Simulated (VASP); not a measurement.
Ir, 1 atom in the cell. The structure is tetragonal, space group I4/mmm (No. 139). Conventional cell: a = 2.859 Å, b = 2.859 Å, c = 3.437 Å, α = 90.00°, β = 90.00°, γ = 90.00°. Within 3.5 Å of Ir (site symmetry 4/mmm) lie 14 Ir at 2.65 to 3.44 Å.  This cell differs from its parent crystal: ratio of the length along z to the lengths across it x 0.85, volume and fractional coordinates fixed.

- Program: VASP 6.6.1
- Task: single point
- Functional: PBEsol
- Potentials or basis: VASP PAW PBE potentials, release 64 (Ir)
- Cutoff: 520 eV
- k mesh: 30 × 30 × 30
- Occupations: gaussian, width 0.15 eV
- Spin: no spin polarisation
- Dipole correction: no
- Further INCAR settings: ALGO = Fast; EDIFF = 1e-07; NBANDS = 10

Potentials or basis: VASP PAW PBE potentials, release 64 (Ir).

The run is started by

```bash
$ cat potpaw_PBE.64/Ir/POTCAR > POTCAR
$ mpirun -np 1 vasp_std > vasp.out
```

Hardware: 1 thread of Intel(R) Xeon(R) Platinum 8488C (Sapphire Rapids), with other jobs on the host.

Estimate the wall time of this run.

Wall time 4.2 min on 1 thread of Intel(R) Xeon(R) Platinum 8488C (Sapphire Rapids), on a shared host, peak memory 0.41 GiB. Counts: scf iterations 20, k points 1992.
